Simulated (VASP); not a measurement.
# Si (P6_3/mmc) in VASP: notebook

Si is run at these levels: r2SCAN; tasks: single point, relaxation of shape and atoms at fixed volume.

All numbers are computed with VASP 6.6.1; they aren't measurements. Logs are shortened: lines on timing, memory, paths and dates and some standing lists are left out, and cuts for length are marked.

### Step 1. The cell of the first run

The structure is hexagonal, space group P6_3/mmc (No. 194). The conventional cell has a = 2.691 Å, b = 2.691 Å, c = 4.642 Å, α = 90.00°, β = 90.00°, γ = 120.00°. Si (site symmetry -6m2) has 12 Si at 2.69 to 2.79 Å within 3.5 Å.

This isn't the form of Si at room conditions, which is diamond.

### Step 2. Single point, r2SCAN (14.56 Å³/atom)

File POSCAR:

```
Si
1.0
    2.6909570051      0.0000000000      0.0000000000
   -1.3454785025      2.3304371269      0.0000000000
    0.0000000000      0.0000000000      4.6424575463
Si
2
Direct
    0.3333333333      0.6666666667      0.2500000000
    0.6666666667      0.3333333333      0.7500000000
```

File INCAR.step1:

```
SYSTEM = Si
  PREC = Accurate
  ENCUT = 520
  ISMEAR = 0
  SIGMA = 0.1
  LREAL = .FALSE.
  LASPH = .TRUE.
  NELM = 60
  NBANDS = 11
  GGA = PE
  ALGO = Normal
  EDIFF = 1E-4
  LWAVE = .TRUE.
  LCHARG = .FALSE.
```

File INCAR.step2:

```
SYSTEM = Si
  PREC = Accurate
  ENCUT = 520
  EDIFF = 1E-6
  ISMEAR = 0
  SIGMA = 0.1
  LREAL = .FALSE.
  LASPH = .TRUE.
  NELM = 60
  ALGO = Normal
  ISIF = 2
  LWAVE = .FALSE.
  LCHARG = .FALSE.
  METAGGA = R2SCAN
  LMIXTAU = .TRUE.
  NBANDS = 11
  ISTART = 1
```

File KPOINTS:

```
regular mesh
0
G
  18 18 10
  0 0 0
```

Potentials or basis: VASP PAW PBE potentials, release 64 (Si).

On the command line:

```
$ cat potpaw_PBE.64/Si/POTCAR > POTCAR
$ cp INCAR.step1 INCAR
$ mpirun -np 1 vasp_std > vasp.out
$ cp INCAR.step2 INCAR
$ mpirun -np 1 vasp_std > vasp.out
```

OUTCAR:

```text
SYSTEM = Si
   PREC = Accurate
   ENCUT = 520
   EDIFF = 1E-6
   ISMEAR = 0
   LREAL = .FALSE.
   LASPH = .TRUE.
   NELM = 60
   ISIF = 2
   METAGGA = R2SCAN
   ISTART = 1

 ion  position               nearest neighbor table
   1  0.333  0.667  0.250-   2 2.79   2 2.79   2 2.79   2 2.79   2 2.79   2 2.79
   2  0.667  0.333  0.750-   1 2.79   1 2.79   1 2.79   1 2.79   1 2.79   1 2.79

  LATTYP: Found a hexagonal cell.
 ALAT       =     2.6909570051
 C/A-ratio  =     1.7252068827

  Lattice vectors:

 A1 = (   2.6909570051,   0.0000000000,   0.0000000000)
 A2 = (  -1.3454785025,   2.3304371269,   0.0000000000)
 A3 = (   0.0000000000,   0.0000000000,   4.6424575463)

Analysis of symmetry for initial positions (statically):
=====================================================================
 Subroutine PRICEL returns:
 Original cell was already a primitive cell.

 Routine SETGRP: Setting up the symmetry group for a
 hexagonal supercell.

 Subroutine GETGRP returns: Found 24 space group operations
 (whereof 12 operations were pure point group operations)
 out of a pool of 24 trial point group operations.

The static configuration has the point symmetry D_3d.
 The point group associated with its full space group is D_6h.

Analysis of symmetry for dynamics (positions and initial velocities):
=====================================================================
 Subroutine PRICEL returns:
 Original cell was already a primitive cell.

 Routine SETGRP: Setting up the symmetry group for a
 hexagonal supercell.

 Subroutine GETGRP returns: Found 24 space group operations
 (whereof 12 operations were pure point group operations)
 out of a pool of 24 trial point group operations.

The dynamic configuration has the point symmetry D_3d.
 The point group associated with its full space group is D_6h.

 Subroutine INISYM returns: Found 24 space group operations
 (whereof 12 operations are pure point group operations),
 and found     1 'primitive' translations

----------------------------------------------------------------------------------------

                                     Primitive cell

  volume of cell :      29.1133

  direct lattice vectors                    reciprocal lattice vectors
     2.690957005  0.000000000  0.000000000     0.371615005  0.214552023  0.000000000
    -1.345478503  2.330437127  0.000000000     0.000000000  0.429104046  0.000000000
     0.000000000  0.000000000  4.642457546     0.000000000  0.000000000  0.215403154

  length of vectors
     2.690957005  2.690957005  4.642457546     0.429104046  0.429104046  0.215403154

  position of ions in fractional coordinates (direct lattice)
     0.333333333  0.666666667  0.250000000
     0.666666667  0.333333333  0.750000000

  ion indices of the primitive-cell ions
   primitive index   ion index
                 1           1
                 2           2

----------------------------------------------------------------------------------------

 KPOINTS: regular mesh

Automatic generation of k-mesh.
 Grid dimensions read from file:
 generate k-points for:   18   18   10

 Generating k-lattice:

  Cartesian coordinates                     Fractional coordinates (reciprocal lattice)
     0.020645278  0.011919557  0.000000000     0.055555556  0.000000000  0.000000000
     0.000000000  0.023839114  0.000000000     0.000000000  0.055555556  0.000000000
     0.000000000  0.000000000  0.021540315     0.000000000  0.000000000  0.100000000

  Length of vectors
     0.023839114  0.023839114  0.021540315

  Shift w.r.t. Gamma in fractional coordinates (k-lattice)
     0.000000000  0.000000000  0.000000000

 Subroutine IBZKPT returns following result:
 ===========================================

 Found    222 irreducible k-points:

 Following reciprocal coordinates:
            Coordinates               Weight
  0.000000  0.000000  0.000000      1.000000
  0.055556  0.000000  0.000000      6.000000
  0.111111  0.000000  0.000000      6.000000
  0.166667  0.000000  0.000000      6.000000
  0.222222  0.000000  0.000000      6.000000
  0.277778  0.000000  0.000000      6.000000
[... 16 lines left out ...]
  0.333333  0.111111  0.000000     12.000000
  0.388889  0.111111  0.000000     12.000000
 [... further k-points ...]
   k-points           NKPTS =    222   k-points in BZ     NKDIM =    222   number of bands    NBANDS=     11
   number of dos      NEDOS =    301   number of ions     NIONS =      2
   total plane-waves  NPLWV =  14400
   dimension x,y,z NGX =    20 NGY =   20 NGZ =   36
   dimension x,y,z NGXF=    40 NGYF=   40 NGZF=   72
   ions per type =               2
   NGX,Y,Z   is equivalent  to a cutoff of  12.36, 12.36, 12.89 a.u.
   NGXF,Y,Z  is equivalent  to a cutoff of  24.71, 24.71, 25.78 a.u.
 SYSTEM =  Si
   PREC   = accura    normal or accurate (medium, high low for compatibility)
   ISTART =      1    job   : 0-new  1-cont  2-samecut
   ICHARG =      0    charge: 1-file 2-atom 10-const
   ISPIN  =      1    spin polarized calculation?
   LNONCOLLINEAR =      F non collinear calculations
   LSORBIT =      F    spin-orbit coupling
   LASPH  =      T    aspherical Exc in radial PAW
   ENCUT  =  520.0 eV  38.22 Ry    6.18 a.u.   5.00  5.00  8.63*2*pi/ulx,y,z
   NELM   =     60;   NELMIN=  2; NELMDL=  0     # of ELM steps
   EDIFF  = 0.1E-05   stopping-criterion for ELM
   LREAL  =      F    real-space projection
   EDIFFG = 0.1E-04   stopping-criterion for IOM
   NSW    =      0    number of steps for IOM
   IBRION =     -1    ionic relax: 0-MD 1-quasi-New 2-CG
   NFREE  =      0    steps in history (QN), initial steepest desc. (CG)
   ISIF   =      2    stress and relaxation
   ISYM   =      2    0-nonsym 1-usesym 2-fastsym
   POTIM  = 0.5000    time-step for ionic-motion
   TEBEG  =    0.0;   TEEND  =   0.0 temperature during run
   PSTRESS=    0.0 pullay stress
   NELECT =       8.0000    total number of electrons
   NUPDOWN=      -1.0000    fix difference up-down
   EMIN   =  10.00;   EMAX   =-10.00  energy-range for DOS
   EFERMI =   0.00;   METHOD = LEGACY
   ISMEAR =     0;   SIGMA  =   0.10  broadening in eV -4-tet -1-fermi 0-gaus
   EFERMI_NEDOS =   21; number of points for ismear=-14 and -15
   IALGO  =     38    algorithm
   IMIX   =      4    mixing-type and parameters
     AMIX     =   0.40;   BMIX     =  1.00
     AMIX_MAG =   1.60;   BMIX_MAG =  1.00
  volume/ion in A,a.u.               =      14.56        98.23
  Fermi-wavevector in a.u.,A,eV,Ry     =   1.064325  2.011282 15.412503  1.132787
  Thomas-Fermi vector in A             =   2.199839
   LORBIT       =      0    0 simple, 1 ext, 2 COOP (PROOUT), +10 PAW based schemes
   METAGGA = R2SCAN    functional components
   LHFCALC =     F    Hartree Fock is set to
   AEXX    =    0.0000 exact exchange contribution
   IVDW    =     0    specifies the selected vdW correction
   LEPSILON=     F    determine dielectric tensor
   LRPA    =     F    only Hartree local field effects (RPA)
 non-spin polarized calculation
 Gauss-broadening in eV      SIGMA  =   0.10
  energy-cutoff  :      520.00
  volume of cell :       29.11
 maximum number of plane-waves:       825
 NGX is ok and might be reduce to    20
   NGX =  9   NGY =  9   NGZ = 17

 number of electron       7.9999999 magnetization

 Free energy of the ion-electron system (eV)
  ---------------------------------------------------
  ext. energy  EPLUGINS =         0.00000000
  ---------------------------------------------------
  free energy    TOTEN  =       -16.11832112 eV

  energy without entropy =      -16.11536691  energy(sigma->0) =      -16.11684401

 E-fermi :  10.1098     XC(G=0): -11.9354

 val. band max:       10.0953561251   @ k =   0.2778   0.2222   0.4000
 cond. band min:      10.1196311759   @ k =   0.3333   0.1111   0.2000
 fundamental gap:      0.0242750508
 Fermi energy:        10.1098177754

 k-point     1 :       0.0000    0.0000    0.0000
  band No.  band energies     occupation
      1      -5.1837      2.00000
      2       1.3112      2.00000
      3       2.4789      2.00000
      4      19.7990      0.00000
      5      19.7990      0.00000
      6      20.6327      0.00000
      7      21.0734      0.00000
      8      21.0734      0.00000
      9      21.2523      0.00000
     10      24.3752      0.00000
     11      24.8771      0.00000

 k-point     2 :       0.0556    0.0000    0.0000
  band No.  band energies     occupation
      1      -5.0958      2.00000
      2       1.3976      2.00000
      3       2.5623      2.00000
      4      18.3672      0.00000
      5      19.0215      0.00000
      6      20.5319      0.00000
      7      20.6361      0.00000
      8      21.8818      0.00000
      9      22.1568      0.00000
     10      23.5109      0.00000
     11      24.1413      0.00000

 k-point     3 :       0.1111    0.0000    0.0000
  band No.  band energies     occupation
      1      -4.8324      2.00000
      2       1.6566      2.00000
      3       2.8126      2.00000
      4      16.0731      0.00000
      5      17.9497      0.00000
      6      19.8393      0.00000
      7      20.5602      0.00000
      8      21.4894      0.00000
      9      22.3390      0.00000
     10      22.7746      0.00000
     11      24.2148      0.00000

 k-point     4 :       0.1667    0.0000    0.0000
  band No.  band energies     occupation
      1      -4.3942      2.00000
      2       2.0867      2.00000
      3       3.2292      2.00000
      4      13.7111      0.00000
      5      16.9778      0.00000
      6      18.9261      0.00000
      7      19.5226      0.00000
      8      19.9636      0.00000
      9      21.6980      0.00000
     10      22.8635      0.00000
     11      23.1304      0.00000
[... 239 lines left out ...]
 k-point    22 :       0.2778    0.1111    0.0000
  band No.  band energies     occupation
      1      -1.7850      2.00000
      2       4.6221      2.00000
      3       5.7063      2.00000
      4       7.4212      2.00000
      5      11.8077      0.00000
      6      13.4600      0.00000
      7      14.6834      0.00000
      8      17.4602      0.00000
      9      19.7189      0.00000
     10      20.6860      0.00000
     11      24.2069      0.00000

 k-point    23 :       0.3333    0.1111    0.0000
  band No.  band energies     occupation
      1      -0.6666      2.00000
      2       5.3308      2.00000
      3       5.8896      2.00000
      4       6.7540      2.00000
      5      11.3126      0.00000
      6      11.7518      0.00000
      7      12.9097      0.00000
      8      17.0983      0.00000
      9      19.2631      0.00000
     10      20.3345      0.00000
     11      24.8830      0.00000

 k-point    24 :       0.3889    0.1111    0.0000
  band No.  band energies     occupation
      1       0.6081      2.00000
      2       3.7156      2.00000
      3       6.9869      2.00000
      4       7.8958      2.00000
      5       9.9402      1.98357
      6      11.2167      0.00000
      7      11.3179      0.00000
      8      16.8798      0.00000
      9      18.9956      0.00000
     10      20.1193      0.00000
     11      25.2738      0.00000

 [... further k-points ...]
[... 5 lines left out ...]
  --------------------------------------------------------------------------------------
  -------------------------------------------------------------------------------------
  Total       -0.8460998     -0.8460998     -0.8230663     -0.0000000     -0.0000000      0.0000000
  in kB      -46.5629068    -46.5629068    -45.2953180     -0.0000000     -0.0000000      0.0000000
  external PRESSURE =     -46.1403772 kB  Pullay stress =       0.0000000 kB

 VOLUME and BASIS-vectors are now :
 -----------------------------------------------------------------------------
  energy-cutoff  :      520.00
  volume of cell :       29.11
      direct lattice vectors                 reciprocal lattice vectors
     2.690957005  0.000000000  0.000000000     0.371615005  0.214552023  0.000000000
    -1.345478503  2.330437127  0.000000000     0.000000000  0.429104046  0.000000000
     0.000000000  0.000000000  4.642457546     0.000000000  0.000000000  0.215403154

 POSITION                                       TOTAL-FORCE (eV/Angst)
 -----------------------------------------------------------------------------------
     -0.00000      1.55362      1.16061         0.000000     -0.000000      0.000000
      1.34548      0.77681      3.48184        -0.000000      0.000000      0.000000
 -----------------------------------------------------------------------------------
    total drift:                                0.000000     -0.000000      0.000000

  FREE ENERGIE OF THE ION-ELECTRON SYSTEM (eV)
  ---------------------------------------------------
  free  energy   TOTEN  =       -16.1183211191 eV

  energy  without entropy=      -16.1153669104  energy(sigma->0) =      -16.11684401
```

Run time: 2.9 min. Hardware: 1 thread of Intel Xeon 8259CL, shared host; peak memory 0.18 GiB.

Results:

```
Free energy            : -16.1183 eV
Pressure               : -4.6 GPa
Band gap on the k mesh : zero (bands 4 and 5 overlap by 13.46 eV)
```

Stress tensor (GPa, compression positive):
```
-4.66  0.00  0.00
 0.00 -4.66  0.00
 0.00  0.00 -4.53
```

Caveat: the cell stands under tension; the PAW data sets were made with another functional, which shifts forces and pressure a little.

### Step 3. Single point, r2SCAN (15.11 Å³/atom)

This run uses another cell than the first one, of 15.11 Å³/atom.

File POSCAR:

```
Si
1.0
    2.7232148603      0.0000000000      0.0000000000
   -1.3616074302      2.3583732490      0.0000000000
    0.0000000000      0.0000000000      4.7041857491
Si
2
Direct
    0.3333333333      0.6666666667      0.2500000000
    0.6666666667      0.3333333333      0.7500000000
```

File INCAR.step1:

```
  PREC = Accurate
  ENCUT = 520
  ISMEAR = 0
  SIGMA = 0.1
  LREAL = False
  LASPH = True
  NELM = 80
  NBANDS = 11
  GGA = PE
  ALGO = Normal
  EDIFF = 1E-4
  LWAVE = True
  LCHARG = False
```

File INCAR.step2:

```
  PREC = Accurate
  ENCUT = 520
  EDIFF = 1E-6
  ISMEAR = 0
  SIGMA = 0.1
  LREAL = False
  LASPH = True
  NELM = 80
  ALGO = Normal
  ISIF = 2
  LWAVE = False
  LCHARG = False
  METAGGA = R2SCAN
  LMIXTAU = True
  NBANDS = 11
  ISTART = 1
```

File KPOINTS:

```
regular mesh
0
Gamma
  18 18 10
```

Potentials or basis: VASP PAW PBE potentials, release 64 (Si).

On the command line:

```
$ cat potpaw_PBE.64/Si/POTCAR > POTCAR
$ cp INCAR.step1 INCAR
$ mpirun -np 1 vasp_std > vasp.out
$ cp INCAR.step2 INCAR
$ mpirun -np 1 vasp_std > vasp.out
```

It took 3.2 min on 1 thread of Intel Xeon 8259CL, shared host; peak memory 0.18 GiB.

The run converged. Its results:

```
Free energy            : -16.0786 eV
Pressure               : -6.9 GPa
Band gap on the k mesh : zero (bands 4 and 5 overlap by 13.08 eV)
```

Levels at points of the mesh, in eV from the Fermi level:
| k point | band 1 | band 2 | band 3 | band 4 | band 5 | band 6 | band 7 | band 8 |
| --- | --- | --- | --- | --- | --- | --- | --- | --- |
| (0.00, 0.00, 0.00) | -14.93 | -8.69 | -7.36 | 9.38 | 9.38 | 10.09 | 10.73 | 10.73 |
| (0.50, 0.00, 0.00) | -8.40 | -7.74 | -2.21 | -1.80 | -1.58 | 0.20 | 4.01 | 6.37 |
| (0.00, 0.00, 0.50) | -13.20 | -13.20 | 0.28 | 0.28 | 10.64 | 10.64 | 10.64 | 10.64 |
| (0.50, 0.00, 0.50) | -6.71 | -6.71 | -6.08 | -6.08 | 5.51 | 5.51 | 5.55 | 5.55 |

Caveat: the cell stands under tension; the PAW data sets were made with another functional, which shifts forces and pressure a little.

### Step 4. Relaxation of shape and atoms at fixed volume, r2SCAN (12.08 Å³/atom)

This run uses another cell than the first one, of 12.08 Å³/atom.

File POSCAR:

```
Si
1.0
    2.5311980343      0.0000000000      0.0000000000
   -1.2655990172      2.1920817998      0.0000000000
    0.0000000000      0.0000000000      4.3559813977
Si
2
Direct
    0.3333333333      0.6666666667      0.2500000000
    0.6666666667      0.3333333333      0.7500000000
```

File INCAR.step1:

```
SYSTEM = Si
  ALGO = Normal
  EDIFF = 1E-4
  ENCUT = 600
  GGA = PE
  ISMEAR = 0
  LASPH = .True.
  LCHARG = .False.
  LREAL = .False.
  LWAVE = .True.
  NELM = 100
  PREC = Accurate
  SIGMA = 0.1
```

File INCAR.step2:

```
SYSTEM = Si
  ALGO = Normal
  EDIFF = 1E-6
  EDIFFG = -0.01
  ENCUT = 600
  IBRION = 2
  ISIF = 4
  ISMEAR = 0
  ISTART = 1
  LASPH = .True.
  LCHARG = .False.
  LMIXTAU = .True.
  LREAL = .False.
  LWAVE = .False.
  METAGGA = R2SCAN
  NELM = 100
  NSW = 50
  PREC = Accurate
  SIGMA = 0.1
```

File KPOINTS:

```
k-points
0
Gamma
  18 18 10
  0 0 0
```

On the command line:

```
$ cat potpaw_PBE.64/Si/POTCAR > POTCAR
$ cp INCAR.step1 INCAR
$ mpirun -np 1 vasp_std > vasp.out
$ cp INCAR.step2 INCAR
$ mpirun -np 1 vasp_std > vasp.out
```

Run time: 2.4 min. Hardware: 1 thread of Intel Xeon 8259CL, shared host; peak memory 0.17 GiB.

It converged, with:

| Item | Value |
| --- | --- |
| Free energy | -15.9994 eV |
| Pressure after relaxing | 16.1 GPa |
| Band gap on the k mesh | zero (bands 4 and 5 overlap by 15.34 eV) |

Stress tensor (GPa, compression positive):
```
16.16  0.00  0.00
 0.00 16.16  0.00
 0.00  0.00 15.98
```

Final structure:
```
CELL_PARAMETERS angstrom
2.53120 0.00000 0.00000
-1.26560 2.19208 0.00000
0.00000 0.00000 4.35598
ATOMIC_POSITIONS crystal
Si 0.33333 0.66667 0.25000
Si 0.66667 0.33333 0.75000
```

Levels at points of the mesh, in eV from the Fermi level:
| k point | band 2 | band 3 | band 4 | band 5 | band 6 | band 7 |
| --- | --- | --- | --- | --- | --- | --- |
| (0.00, 0.00, 0.00) | -9.41 | -9.04 | 11.41 | 11.41 | 11.79 | 12.09 |
| (0.50, 0.00, 0.00) | -9.24 | -2.19 | -2.13 | -1.18 | -0.66 | 4.87 |
| (0.00, 0.00, 0.50) | -15.17 | 0.32 | 0.32 | 13.01 | 13.01 | 13.01 |
| (0.50, 0.00, 0.50) | -7.86 | -6.84 | -6.84 | 6.61 | 6.61 | 6.95 |

Caveat: the PAW data sets were made with another functional, which shifts forces and pressure a little.

### Step 5. Overview

| task | cell | cutoff (eV) | gap on the mesh (eV) | pressure (GPa) |
| --- | --- | --- | --- | --- |
| single point | a = 2.691, b = 2.691, c = 4.642 Å, angles 90.0, 90.0, 120.0°, 2 atoms | 520 | none | -4.6 |
| single point | a = 2.723, b = 2.723, c = 4.704 Å, angles 90.0, 90.0, 120.0°, 2 atoms | 520 | none | -6.9 |
| relaxation of shape and atoms at fixed volume | relaxed from a = 2.531, b = 2.531, c = 4.356 Å, angles 90.0, 90.0, 120.0°, 2 atoms | 600 | none | 16.1 |

Alike in all rows: level r2SCAN; potentials or basis VASP PAW PBE potentials, release 64 (Si); no spin polarisation; k mesh 18 × 18 × 10; smearing gaussian 0.1 eV.

Caveats: the PAW data sets were made with another functional, which shifts forces and pressure a little; the cell stands under tension (at least some runs).

Total energies depend on the potentials used, so only differences within one code and one set of settings carry meaning.

The gap in the log of VASP goes by the Fermi energy; the results here count the filled bands.